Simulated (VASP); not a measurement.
# SiC (P6_3mc) in VASP: further runs, part 2 of 2

VASP 6.6.1.

## (3) Relaxation of shape and atoms at fixed volume, PBE (9.24 Å³/atom)

This run uses another cell than the first one, of 9.24 Å³/atom.

INCAR reads:

```
PREC = Accurate ; ENCUT = 600
EDIFF = 1E-6 ; ISMEAR = 0
SIGMA = 0.02 ; LREAL = False
LASPH = True ; NELM = 100
ALGO = Normal ; ISIF = 4
LWAVE = False ; LCHARG = False
GGA = PE ; IBRION = 2
NSW = 50 ; EDIFFG = -0.01
```

KPOINTS reads:

```
regular mesh
0
Gamma
  12 12 6
```

POSCAR reads:

```
SiC
1.0
    2.9637257283      0.0000000000      0.0000000000
   -1.4818628642      2.5666617706      0.0000000000
    0.0000000000      0.0000000000      4.8592842706
Si C
2 2
Direct
    0.3333333333      0.6666666667      0.0045761215
    0.6666666667      0.3333333333      0.5045761215
    0.3333333333      0.6666666667      0.3804238785
    0.6666666667      0.3333333333      0.8804238785
```

Potentials or basis: VASP PAW PBE potentials, release 64 (Si, C).

On the command line:

```console
> cat potpaw_PBE.64/Si/POTCAR potpaw_PBE.64/C/POTCAR > POTCAR
> mpirun -np 1 vasp_std > vasp.out
```

It took 38 s on 1 thread of Intel Xeon 8259CL, shared host; peak memory 0.18 GiB.

Results (log left out):

```
Free energy                  : -29.6177 eV
Pressure after relaxing      : 34.7 GPa
Largest force after relaxing : 0.008 eV/Å
Band gap on the k mesh       : 2.07 eV (least direct gap 4.19 eV)
```

Forces on the atoms (eV/Å):
```
Si   0.000  0.000  0.008
Si   0.000  0.000  0.008
C    0.000  0.000 -0.008
C    0.000  0.000 -0.008
```

Stress tensor (GPa, compression positive):
```
34.80  0.00  0.00
 0.00 34.80  0.00
 0.00  0.00 34.56
```

Final structure:
```xyz
4
Lattice="2.9637 0.0000 0.0000 -1.4819 2.5667 0.0000 0.0000 0.0000 4.8593" Properties=species:S:1:pos:R:3 pbc="T T T"
Si    0.0000    1.7111    0.0222
Si    1.4819    0.8556    2.4519
C     0.0000    1.7111    1.8486
C     1.4819    0.8556    4.2782
```

Levels at points of the mesh, in eV from the valence-band top:
```csv
k point,band 5,band 6,band 7,band 8,band 9,band 10,band 11,band 12
"(0.00, 0.00, 0.00)",-1.37,-0.11,0.00,0.00,5.77,7.36,7.36,7.40
"(0.50, 0.00, 0.00)",-5.83,-3.61,-3.55,-1.22,2.96,4.34,7.58,7.75
"(0.00, 0.00, 0.50)",-0.74,-0.74,-0.74,-0.74,6.87,6.87,7.98,7.98
"(0.50, 0.00, 0.50)",-2.60,-2.60,-2.44,-2.44,3.52,3.52,5.77,5.77
```

Caveat: the relaxation stopped at its first step, so nothing moved. A k mesh can miss the band edges.

## (4) Relaxation of shape and atoms at fixed volume, PBE (9.56 Å³/atom)

This run uses another cell than the first one, of 9.56 Å³/atom.

INCAR reads:

```
SYSTEM = SiC
ALGO     = Normal         ! electronic algorithm
EDIFF    = 1E-7           ! SCF threshold, eV
EDIFFG   = -0.01          ! ionic threshold
ENCUT    = 600            ! plane-wave cutoff, eV
GGA      = PE             ! functional
IBRION   = 2              ! ionic algorithm
ISIF     = 4              ! what is computed and relaxed
ISMEAR   = 0              ! smearing method
LASPH    = .True.         ! aspherical terms in the spheres
LCHARG   = .False.        ! write CHGCAR
LREAL    = .False.        ! projectors in reciprocal space
LWAVE    = .False.        ! write WAVECAR
NELM     = 100            ! most SCF steps
NSW      = 50             ! ionic steps
PREC     = Accurate       ! precision mode
SIGMA    = 0.02           ! smearing width, eV
```

KPOINTS reads:

```
k-points
0
Gamma
  12 12 6
  0 0 0
```

POSCAR reads:

```
SiC
1.0
    2.9966133362      0.0000000000      0.0000000000
   -1.4983066681      2.5951432745      0.0000000000
    0.0000000000      0.0000000000      4.9152502175
Si C
2 2
Direct
    0.3333333333      0.6666666667      0.0045557796
    0.6666666667      0.3333333333      0.5045557796
    0.3333333333      0.6666666667      0.3804442204
    0.6666666667      0.3333333333      0.8804442204
```

On the command line:

```console
> cat potpaw_PBE.64/Si/POTCAR potpaw_PBE.64/C/POTCAR > POTCAR
> mpirun -np 1 vasp_std > vasp.out
```

It took 79 s on 1 thread of Intel Xeon 8259CL, shared host; peak memory 0.18 GiB.

Results (log left out):

```yaml
Free_energy: -29.8489 eV
Energy_gained_by_relaxing: 0.0 meV/atom
Ionic_steps: 3
Pressure_after_relaxing: 24.0 GPa
Band_gap_on_the_k_mesh: 2.13 eV (least direct gap 4.12 eV)
```

Final structure:
```cif
data_structure
_symmetry_space_group_name_H-M 'P 1'
_symmetry_Int_Tables_number 1
_cell_length_a 2.9969
_cell_length_b 2.9969
_cell_length_c 4.9143
_cell_angle_alpha 90.000
_cell_angle_beta 90.000
_cell_angle_gamma 120.000
_cell_volume 38.22
loop_
_atom_site_label
_atom_site_type_symbol
_atom_site_fract_x
_atom_site_fract_y
_atom_site_fract_z
_atom_site_occupancy
Si1 Si 0.33333 0.66667 0.00460 1
Si2 Si 0.66667 0.33333 0.50460 1
C1 C 0.33333 0.66667 0.38040 1
C2 C 0.66667 0.33333 0.88040 1
```

Levels at points of the mesh, in eV from the valence-band top:
| k point | band 5 | band 6 | band 7 | band 8 | band 9 | band 10 | band 11 | band 12 |
| --- | --- | --- | --- | --- | --- | --- | --- | --- |
| (0.00, 0.00, 0.00) | -1.36 | -0.11 | 0.00 | 0.00 | 5.47 | 7.05 | 7.15 | 7.15 |
| (0.50, 0.00, 0.00) | -5.71 | -3.51 | -3.48 | -1.21 | 2.91 | 4.31 | 7.44 | 7.49 |
| (0.00, 0.00, 0.50) | -0.73 | -0.73 | -0.73 | -0.73 | 6.57 | 6.57 | 7.78 | 7.78 |
| (0.50, 0.00, 0.50) | -2.55 | -2.55 | -2.41 | -2.41 | 3.45 | 3.45 | 5.61 | 5.61 |

## (5) Relaxation of shape and atoms at fixed volume, PBE (9.87 Å³/atom)

This run uses another cell than the first one, of 9.87 Å³/atom.

INCAR reads:

```
SYSTEM = SiC
PREC = Accurate
ENCUT = 600
EDIFF = 1E-6
ISMEAR = 0
SIGMA = 0.02
LREAL = .FALSE.
LASPH = .TRUE.
NELM = 80
ALGO = Normal
ISIF = 4
LWAVE = .FALSE.
LCHARG = .FALSE.
GGA = PE
IBRION = 2
NSW = 50
EDIFFG = -0.01
```

KPOINTS reads:

```
Automatic mesh
0
G
  12 12 6
  0 0 0
```

POSCAR reads:

```
SiC
1.0
    3.0289054012      0.0000000000      0.0000000000
   -1.5144527006      2.6231090231      0.0000000000
    0.0000000000      0.0000000000      4.9696074947
Si C
2 2
Direct
    0.3333333333      0.6666666667      0.0045580959
    0.6666666667      0.3333333333      0.5045580959
    0.3333333333      0.6666666667      0.3804419041
    0.6666666667      0.3333333333      0.8804419041
```

On the command line:

```console
> cat potpaw_PBE.64/Si/POTCAR potpaw_PBE.64/C/POTCAR > POTCAR
> mpirun -np 1 vasp_std > vasp.out
```

Wall time 70 s (1 thread of Intel Xeon 8259CL, shared host); peak memory 0.18 GiB.

Results (log left out):

```yaml
Free_energy: -30.0016 eV
Energy_gained_by_relaxing: 0.0 meV/atom
Ionic_steps: 3
Pressure_after_relaxing: 14.7 GPa
Band_gap_on_the_k_mesh: 2.19 eV (least direct gap 4.06 eV)
```

Final structure:
```cif
data_structure
_symmetry_space_group_name_H-M 'P 1'
_symmetry_Int_Tables_number 1
_cell_length_a 3.0292
_cell_length_b 3.0292
_cell_length_c 4.9687
_cell_angle_alpha 90.000
_cell_angle_beta 90.000
_cell_angle_gamma 120.000
_cell_volume 39.48
loop_
_atom_site_label
_atom_site_type_symbol
_atom_site_fract_x
_atom_site_fract_y
_atom_site_fract_z
_atom_site_occupancy
Si1 Si 0.33333 0.66667 0.00460 1
Si2 Si 0.66667 0.33333 0.50460 1
C1 C 0.33333 0.66667 0.38040 1
C2 C 0.66667 0.33333 0.88040 1
```

Levels at points of the mesh, in eV from the valence-band top:
```tsv
k point	band 6	band 7	band 8	band 9	band 10	band 11
(0.00, 0.00, 0.00)	-0.11	0.00	0.00	5.19	6.71	6.94
(0.50, 0.00, 0.00)	-3.42	-3.42	-1.21	2.85	4.27	7.24
(0.00, 0.00, 0.50)	-0.72	-0.72	-0.72	6.29	6.29	7.60
(0.50, 0.00, 0.50)	-2.51	-2.37	-2.37	3.38	3.38	5.46
```

## (6) Relaxation of shape and atoms at fixed volume, PBE (10.19 Å³/atom)

This run uses another cell than the first one, of 10.19 Å³/atom.

INCAR reads:

```
ALGO = Normal
EDIFF = 1E-7
EDIFFG = -0.01
ENCUT = 600
GGA = PE
IBRION = 2
ISIF = 4
ISMEAR = 0
LASPH = T
LCHARG = F
LREAL = F
LWAVE = F
NELM = 80
NSW = 50
PREC = Accurate
SIGMA = 0.02
```

KPOINTS reads:

```
k-points
0
Gamma
  12 12 6
```

POSCAR reads:

```
SiC
1.0
    3.0605344526      0.0000000000      0.0000000000
   -1.5302672263      2.6505005851      0.0000000000
    0.0000000000      0.0000000000      5.0227648173
Si C
2 2
Direct
    0.3333333333      0.6666666667      0.0045635119
    0.6666666667      0.3333333333      0.5045635119
    0.3333333333      0.6666666667      0.3804364881
    0.6666666667      0.3333333333      0.8804364881
```

Potentials or basis: VASP PAW PBE potentials, release 64 (Si, C).

On the command line:

```console
> cat potpaw_PBE.64/Si/POTCAR potpaw_PBE.64/C/POTCAR > POTCAR
> mpirun -np 1 vasp_std > vasp.out
```

It took 46 s on 1 thread of Intel Xeon 8259CL, shared host; peak memory 0.18 GiB.

The run converged. Its results:

| Item | Value |
| --- | --- |
| Free energy | -30.0865 eV |
| Pressure after relaxing | 6.7 GPa |
| Largest force after relaxing | 0.009 eV/Å |
| Band gap on the k mesh | 2.25 eV (least direct gap 4.00 eV) |

Forces on the atoms (eV/Å):
```
Si   0.000  0.000  0.009
Si   0.000  0.000  0.009
C    0.000  0.000 -0.009
C    0.000  0.000 -0.009
```

Stress tensor (GPa, compression positive):
```
6.80 0.00 0.00
0.00 6.80 0.00
0.00 0.00 6.61
```

Final structure:
```yaml
crystal:
  lattice:
    - [3.06053, 0.00000, 0.00000]
    - [-1.53027, 2.65050, 0.00000]
    - [0.00000, 0.00000, 5.02276]
  atoms:
    - { symbol: Si, position: [0.33333, 0.66667, 0.00456] }
    - { symbol: Si, position: [0.66667, 0.33333, 0.50456] }
    - { symbol: C, position: [0.33333, 0.66667, 0.38044] }
    - { symbol: C, position: [0.66667, 0.33333, 0.88044] }
```

Levels at points of the mesh, in eV from the valence-band top:
```tsv
k point	band 4	band 5	band 6	band 7	band 8	band 9	band 10	band 11	band 12
(0.00, 0.00, 0.00)	-1.32	-1.32	-0.11	0.00	0.00	4.93	6.37	6.76	6.76
(0.50, 0.00, 0.00)	-6.33	-5.48	-3.35	-3.33	-1.20	2.80	4.24	7.00	7.19
(0.00, 0.00, 0.50)	-4.47	-0.72	-0.72	-0.72	-0.72	6.03	6.03	7.43	7.43
(0.50, 0.00, 0.50)	-8.33	-2.46	-2.46	-2.34	-2.34	3.32	3.32	5.32	5.32
```

Caveat: the relaxation stopped at its first step, so nothing moved.

## (7) Overview

```tsv
task	level	cell	k mesh	cutoff (eV)	grid for exact exchange (PRECFOCK)	share of exact exchange	screening parameter	gap on the mesh (eV)	pressure (GPa)	largest force (eV/Å)
single point	HSE06	a = 3.092, b = 3.092, c = 5.074 Å, angles 90.0, 90.0, 120.0°, 4 atoms	6 × 6 × 4	520	Normal	0.25	0.2079 1/Å	3.19	-5.0	0.02
relaxation of shape and atoms at fixed volume	PBE	relaxed from a = 2.964, b = 2.964, c = 4.859 Å, angles 90.0, 90.0, 120.0°, 4 atoms	12 × 12 × 6	600	-	-	-	2.07	34.7	0.01
relaxation of shape and atoms at fixed volume	PBE	relaxed from a = 2.997, b = 2.997, c = 4.915 Å, angles 90.0, 90.0, 120.0°, 4 atoms	12 × 12 × 6	600	-	-	-	2.13	24.0	-
relaxation of shape and atoms at fixed volume	PBE	relaxed from a = 3.029, b = 3.029, c = 4.970 Å, angles 90.0, 90.0, 120.0°, 4 atoms	12 × 12 × 6	600	-	-	-	2.19	14.7	-
relaxation of shape and atoms at fixed volume	PBE	relaxed from a = 3.061, b = 3.061, c = 5.023 Å, angles 90.0, 90.0, 120.0°, 4 atoms	12 × 12 × 6	600	-	-	-	2.25	6.7	0.01
```

Alike in all rows: potentials or basis VASP PAW PBE potentials, release 64 (Si, C); no spin polarisation; smearing gaussian 0.02 eV.

Caveats: the relaxation stopped at its first step, so nothing moved (at least some runs); the cell stands under tension (at least some runs); the PAW data sets were made with another functional, which shifts forces and pressure a little (at least some runs).

Absolute energies hang on the potentials; compare differences alone.
